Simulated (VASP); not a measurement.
# Sb (Pm-3m) in VASP: a series of runs

The runs below take Sb through single point, with RPBE.

All numbers are computed with VASP 6.6.1; they aren't measurements. Logs are shortened: lines on timing, memory, paths and dates and some standing lists are left out, and cuts for length are marked.

## 1. The cell of the first run

Symmetry: Pm-3m, No. 221, cubic system. The conventional cell has a = 3.088 Å, b = 3.088 Å, c = 3.088 Å, α = 90.00°, β = 90.00°, γ = 90.00°. Within 4.1 Å of Sb (site symmetry m-3m) lie 6 Sb at 3.09 Å.

## 2. Single point, RPBE (volume scaled by 0.96)

Input file INCAR:

```
SYSTEM = Sb
PREC = Accurate
ENCUT = 520
EDIFF = 1E-7
ISMEAR = -1
SIGMA = 0.1
LREAL = .False.
LASPH = .True.
NELM = 60
ALGO = Normal
ISIF = 2
LWAVE = .False.
LCHARG = .False.
GGA = RP
NBANDS = 8
```

Input file KPOINTS:

```
Automatic mesh
0
Gamma
  11 11 11
  0 0 0
```

Input file POSCAR:

```
Sb
1.0
    3.0875756528      0.0000000000      0.0000000000
    0.0000000000      3.0875756528      0.0000000000
    0.0000000000      0.0000000000      3.0875756528
Sb
1
Direct
    0.0000000000      0.0000000000      0.0000000000
```

Potentials or basis: VASP PAW PBE potentials, release 64 (Sb).

Launch:

```console
$ cat potpaw_PBE.64/Sb/POTCAR > POTCAR
$ mpirun -np 1 vasp_std > vasp.out
```

OUTCAR:

```text
SYSTEM = Sb
   PREC = Accurate
   ENCUT = 520
   EDIFF = 1E-7
   ISMEAR = -1
   LREAL = .False.
   LASPH = .True.
   NELM = 60
   ISIF = 2
   GGA = RP

 ion  position               nearest neighbor table
   1  0.000  0.000  0.000-

  LATTYP: Found a simple cubic cell.
 ALAT       =     3.0875756528

  Lattice vectors:

 A1 = (   3.0875756528,   0.0000000000,   0.0000000000)
 A2 = (   0.0000000000,   3.0875756528,   0.0000000000)
 A3 = (   0.0000000000,   0.0000000000,   3.0875756528)

Analysis of symmetry for initial positions (statically):
=====================================================================
 Subroutine PRICEL returns:
 Original cell was already a primitive cell.

 Routine SETGRP: Setting up the symmetry group for a
 simple cubic supercell.

 Subroutine GETGRP returns: Found 48 space group operations
 (whereof 48 operations were pure point group operations)
 out of a pool of 48 trial point group operations.

The static configuration has the point symmetry O_h .

Analysis of symmetry for dynamics (positions and initial velocities):
=====================================================================
 Subroutine PRICEL returns:
 Original cell was already a primitive cell.

 Routine SETGRP: Setting up the symmetry group for a
 simple cubic supercell.

 Subroutine GETGRP returns: Found 48 space group operations
 (whereof 48 operations were pure point group operations)
 out of a pool of 48 trial point group operations.

The dynamic configuration has the point symmetry O_h .

 Subroutine INISYM returns: Found 48 space group operations
 (whereof 48 operations are pure point group operations),
 and found     1 'primitive' translations

----------------------------------------------------------------------------------------

                                     Primitive cell

  volume of cell :      29.4342

  direct lattice vectors                    reciprocal lattice vectors
     3.087575653  0.000000000  0.000000000     0.323878704  0.000000000  0.000000000
     0.000000000  3.087575653  0.000000000     0.000000000  0.323878704  0.000000000
     0.000000000  0.000000000  3.087575653     0.000000000  0.000000000  0.323878704

  length of vectors
     3.087575653  3.087575653  3.087575653     0.323878704  0.323878704  0.323878704

  position of ions in fractional coordinates (direct lattice)
     0.000000000  0.000000000  0.000000000

  ion indices of the primitive-cell ions
   primitive index   ion index
                 1           1

----------------------------------------------------------------------------------------

 KPOINTS: Automatic mesh

Automatic generation of k-mesh.
 Grid dimensions read from file:
 generate k-points for:   11   11   11

 Generating k-lattice:

  Cartesian coordinates                     Fractional coordinates (reciprocal lattice)
     0.029443519  0.000000000  0.000000000     0.090909091  0.000000000  0.000000000
     0.000000000  0.029443519  0.000000000     0.000000000  0.090909091  0.000000000
     0.000000000  0.000000000  0.029443519     0.000000000  0.000000000  0.090909091

  Length of vectors
     0.029443519  0.029443519  0.029443519

  Shift w.r.t. Gamma in fractional coordinates (k-lattice)
     0.000000000  0.000000000  0.000000000

 Subroutine IBZKPT returns following result:
 ===========================================

 Found     56 irreducible k-points:

 Following reciprocal coordinates:
            Coordinates               Weight
  0.000000  0.000000  0.000000      1.000000
  0.090909  0.000000  0.000000      6.000000
  0.181818  0.000000  0.000000      6.000000
  0.272727  0.000000  0.000000      6.000000
  0.363636  0.000000  0.000000      6.000000
  0.454545  0.000000  0.000000      6.000000
[... 16 lines left out ...]
  0.181818  0.090909  0.090909     24.000000
  0.272727  0.090909  0.090909     24.000000
 [... further k-points ...]
   k-points           NKPTS =     56   k-points in BZ     NKDIM =     56   number of bands    NBANDS=      8
   number of dos      NEDOS =    301   number of ions     NIONS =      1
   total plane-waves  NPLWV =  13824
   dimension x,y,z NGX =    24 NGY =   24 NGZ =   24
   dimension x,y,z NGXF=    48 NGYF=   48 NGZF=   48
   ions per type =               1
   NGX,Y,Z   is equivalent  to a cutoff of  12.92, 12.92, 12.92 a.u.
   NGXF,Y,Z  is equivalent  to a cutoff of  25.84, 25.84, 25.84 a.u.
 SYSTEM =  Sb
   PREC   = accura    normal or accurate (medium, high low for compatibility)
   ISTART =      0    job   : 0-new  1-cont  2-samecut
   ICHARG =      2    charge: 1-file 2-atom 10-const
   ISPIN  =      1    spin polarized calculation?
   LNONCOLLINEAR =      F non collinear calculations
   LSORBIT =      F    spin-orbit coupling
   LASPH  =      T    aspherical Exc in radial PAW
   ENCUT  =  520.0 eV  38.22 Ry    6.18 a.u.   5.74  5.74  5.74*2*pi/ulx,y,z
   NELM   =     60;   NELMIN=  2; NELMDL= -5     # of ELM steps
   EDIFF  = 0.1E-06   stopping-criterion for ELM
   LREAL  =      F    real-space projection
   EDIFFG = 0.1E-05   stopping-criterion for IOM
   NSW    =      0    number of steps for IOM
   IBRION =     -1    ionic relax: 0-MD 1-quasi-New 2-CG
   NFREE  =      0    steps in history (QN), initial steepest desc. (CG)
   ISIF   =      2    stress and relaxation
   ISYM   =      2    0-nonsym 1-usesym 2-fastsym
   POTIM  = 0.5000    time-step for ionic-motion
   TEBEG  =    0.0;   TEEND  =   0.0 temperature during run
   PSTRESS=    0.0 pullay stress
   NELECT =       5.0000    total number of electrons
   NUPDOWN=      -1.0000    fix difference up-down
   EMIN   =  10.00;   EMAX   =-10.00  energy-range for DOS
   EFERMI =   0.00;   METHOD = LEGACY
   ISMEAR =    -1;   SIGMA  =   0.10  broadening in eV -4-tet -1-fermi 0-gaus
   EFERMI_NEDOS =   21; number of points for ismear=-14 and -15
   IALGO  =     38    algorithm
   IMIX   =      4    mixing-type and parameters
     AMIX     =   0.40;   BMIX     =  1.00
     AMIX_MAG =   1.60;   BMIX_MAG =  1.00
  volume/ion in A,a.u.               =      29.43       198.63
  Fermi-wavevector in a.u.,A,eV,Ry     =   0.906666  1.713350 11.184572  0.822043
  Thomas-Fermi vector in A             =   2.030381
   LORBIT       =      0    0 simple, 1 ext, 2 COOP (PROOUT), +10 PAW based schemes
   GGA     = RP    functional components
   LHFCALC =     F    Hartree Fock is set to
   AEXX    =    0.0000 exact exchange contribution
   IVDW    =     0    specifies the selected vdW correction
   LEPSILON=     F    determine dielectric tensor
   LRPA    =     F    only Hartree local field effects (RPA)
 non-spin polarized calculation
  energy-cutoff  :      520.00
  volume of cell :       29.43
 maximum number of plane-waves:       812
 NGX is ok and might be reduce to    24
   NGX = 11   NGY = 11   NGZ = 11

 number of electron       4.9999999 magnetization

 Free energy of the ion-electron system (eV)
  ---------------------------------------------------
  ext. energy  EPLUGINS =         0.00000000
  ---------------------------------------------------
  free energy    TOTEN  =        -3.70204858 eV

  energy without entropy =       -3.67835760  energy(sigma->0) =       -3.69020309

 E-fermi :   7.3391     XC(G=0):  -9.6132

 val. band max:        7.3178937677   @ k =   0.1818   0.1818   0.0000
 cond. band min:       7.4336748242   @ k =   0.1818   0.1818   0.0909
 fundamental gap:      0.1157810565
 Fermi energy:         7.3391158083

 k-point     1 :       0.0000    0.0000    0.0000
  band No.  band energies     occupation
      1      -5.0658      2.00000
      2      10.7239      0.00000
      3      10.7239      0.00000
      4      10.7239      0.00000
      5      14.2974      0.00000
      6      14.2974      0.00000
      7      15.8369      0.00000
      8      25.0903      0.00000

 k-point     2 :       0.0909    0.0000    0.0000
  band No.  band energies     occupation
      1      -4.9444      2.00000
      2       9.3105      0.00000
      3      10.8443      0.00000
      4      10.8443      0.00000
      5      14.3927      0.00000
      6      15.0865      0.00000
      7      16.7228      0.00000
      8      24.0918      0.00000

 k-point     3 :       0.1818    0.0000    0.0000
  band No.  band energies     occupation
      1      -4.5854      2.00000
      2       7.0436      1.90106
      3      11.1905      0.00000
      4      11.1905      0.00000
      5      14.6760      0.00000
      6      15.6199      0.00000
      7      19.2045      0.00000
      8      22.5391      0.00000

 k-point     4 :       0.2727    0.0000    0.0000
  band No.  band energies     occupation
      1      -4.0126      2.00000
      2       4.8880      2.00000
      3      11.7117      0.00000
      4      11.7117      0.00000
      5      15.1359      0.00000
      6      16.1834      0.00000
      7      21.0254      0.00000
      8      21.0254      0.00000

 k-point     5 :       0.3636    0.0000    0.0000
  band No.  band energies     occupation
      1      -3.3011      2.00000
      2       3.0795      2.00000
      3      12.2947      0.00000
      4      12.2947      0.00000
      5      15.7310      0.00000
      6      16.9309      0.00000
      7      19.7535      0.00000
      8      19.7535      0.00000
[... 177 lines left out ...]
 k-point    22 :       0.0909    0.0909    0.0909
  band No.  band energies     occupation
      1      -4.7012      2.00000
      2       9.4454      0.00000
      3       9.4454      0.00000
      4       9.7723      0.00000
      5      16.1218      0.00000
      6      16.1218      0.00000
      7      17.4306      0.00000
      8      22.6651      0.00000

 k-point    23 :       0.1818    0.0909    0.0909
  band No.  band energies     occupation
      1      -4.3421      2.00000
      2       7.2717      1.32465
      3       9.7841      0.00000
      4      10.0372      0.00000
      5      16.4033      0.00000
      6      17.0743      0.00000
      7      19.2295      0.00000
      8      20.8216      0.00000

 k-point    24 :       0.2727    0.0909    0.0909
  band No.  band energies     occupation
      1      -3.7688      2.00000
      2       5.1206      2.00000
      3      10.3004      0.00000
      4      10.5842      0.00000
      5      16.8393      0.00000
      6      17.3367      0.00000
      7      19.1364      0.00000
      8      19.6243      0.00000

 [... further k-points ...]
[... 5 lines left out ...]
  --------------------------------------------------------------------------------------
  -------------------------------------------------------------------------------------
  Total        0.5124454      0.5124454      0.5124454     -0.0000000     -0.0000000      0.0000000
  in kB       27.8936522     27.8936522     27.8936522     -0.0000000     -0.0000000      0.0000000
  external PRESSURE =      27.8936522 kB  Pullay stress =       0.0000000 kB

 VOLUME and BASIS-vectors are now :
 -----------------------------------------------------------------------------
  energy-cutoff  :      520.00
  volume of cell :       29.43
      direct lattice vectors                 reciprocal lattice vectors
     3.087575653  0.000000000  0.000000000     0.323878704  0.000000000  0.000000000
     0.000000000  3.087575653  0.000000000     0.000000000  0.323878704  0.000000000
     0.000000000  0.000000000  3.087575653     0.000000000  0.000000000  0.323878704

 POSITION                                       TOTAL-FORCE (eV/Angst)
 -----------------------------------------------------------------------------------
      0.00000      0.00000      0.00000         0.000000      0.000000      0.000000
 -----------------------------------------------------------------------------------
    total drift:                                0.000000      0.000000      0.000000

  FREE ENERGIE OF THE ION-ELECTRON SYSTEM (eV)
  ---------------------------------------------------
  free  energy   TOTEN  =        -3.7020485812 eV

  energy  without entropy=       -3.6783576003  energy(sigma->0) =       -3.69020309
```

Run time: 9.6 s. Hardware: 1 thread of Intel Xeon 8259CL, shared host; peak memory 0.14 GiB.

Results:

```
Free energy : -3.7020 eV
Pressure    : 2.8 GPa
```

Caveat: the cell differs from its parent crystal (volume scaled by 0.96); the PAW data sets were made with another functional, which shifts forces and pressure a little; spin-orbit coupling is left out, which moves the levels of the heavy elements.

## 3. Single point, RPBE

This run uses another cell than the first one, of 30.66 Å³/atom, 1.042 times its volume.

Input file INCAR:

```
  ALGO = Normal
  EDIFF = 1E-7
  ENCUT = 520
  GGA = RP
  ISIF = 2
  ISMEAR = -1
  LASPH = True
  LCHARG = False
  LREAL = False
  LWAVE = False
  NBANDS = 8
  NELM = 100
  PREC = Accurate
  SIGMA = 0.1
```

Input file KPOINTS:

```
k-points
0
Gamma
  10 10 10
```

Input file POSCAR:

```
Sb
1.0
    3.1298764661      0.0000000000      0.0000000000
    0.0000000000      3.1298764661      0.0000000000
    0.0000000000      0.0000000000      3.1298764661
Sb
1
Direct
    0.0000000000      0.0000000000      0.0000000000
```

Potentials or basis: VASP PAW PBE potentials, release 64 (Sb).

Launch:

```console
$ cat potpaw_PBE.64/Sb/POTCAR > POTCAR
$ mpirun -np 1 vasp_std > vasp.out
```

Wall time 9.8 s (1 thread of Intel Xeon 8259CL, shared host); peak memory 0.14 GiB.

The run converged. Its results:

```
Free energy : -3.7365 eV
Pressure    : -0.1 GPa
```

Levels at points of the mesh, in eV from the Fermi level:
```tsv
k point	band 1	band 2	band 3	band 4	band 5
(0.00, 0.00, 0.00)	-12.10	3.27	3.27	3.27	6.91
(0.50, 0.00, 0.00)	-9.78	-5.32	5.20	5.20	8.93
(0.50, 0.50, 0.00)	-7.31	-3.35	-3.35	2.38	7.15
(0.50, 0.50, 0.50)	-4.57	-1.51	-1.51	-1.51	4.93
```

Caveat: the PAW data sets were made with another functional, which shifts forces and pressure a little; spin-orbit coupling is left out, which moves the levels of the heavy elements.

## 4. Single point, RPBE

This run uses another cell than the first one, of 30.66 Å³/atom, 1.042 times its volume.

Input file INCAR:

```
  PREC = Accurate
  ENCUT = 520
  EDIFF = 1E-7
  ISMEAR = -1
  SIGMA = 0.1
  LREAL = F
  LASPH = T
  NELM = 100
  ALGO = Normal
  ISIF = 2
  LWAVE = F
  LCHARG = T
  GGA = RP
  LELF = T
  LVHAR = T
  NBANDS = 8
```

Input file KPOINTS:

```
regular mesh
0
Gamma
  11 11 11
```

POSCAR is that of step 3.

Launch:

```console
$ cat potpaw_PBE.64/Sb/POTCAR > POTCAR
$ mpirun -np 1 vasp_std > vasp.out
```

Run time: 12 s. Hardware: 1 thread of Intel Xeon 8259CL, shared host; peak memory 0.14 GiB.

It converged, with:

```yaml
Free_energy: -3.7142 eV
Pressure: 0.5 GPa
```

Levels at points of the mesh, in eV from the Fermi level:
```csv
k point,band 1,band 2,band 3,band 4,band 5
"(0.00, 0.00, 0.00)",-12.10,3.28,3.28,3.28,6.92
```

Caveat: the PAW data sets were made with another functional, which shifts forces and pressure a little; spin-orbit coupling is left out, which moves the levels of the heavy elements.

## 5. The runs side by side

| cell | k mesh | gap on the mesh (eV) | pressure (GPa) |
| --- | --- | --- | --- |
| a = 3.088 Å, 1 atom | 11 × 11 × 11 | none | 2.8 |
| a = 3.130 Å, 1 atom | 10 × 10 × 10 | none | -0.1 |
| a = 3.130 Å, 1 atom | 11 × 11 × 11 | none | 0.5 |

Alike in all rows: task single point; level RPBE; potentials or basis VASP PAW PBE potentials, release 64 (Sb); no spin polarisation; cutoff (eV) 520; smearing fermi-dirac 0.1 eV.

Caveats: the PAW data sets were made with another functional, which shifts forces and pressure a little; spin-orbit coupling is left out, which moves the levels of the heavy elements.

Total energies depend on the potentials used, so only differences within one code and one set of settings carry meaning.
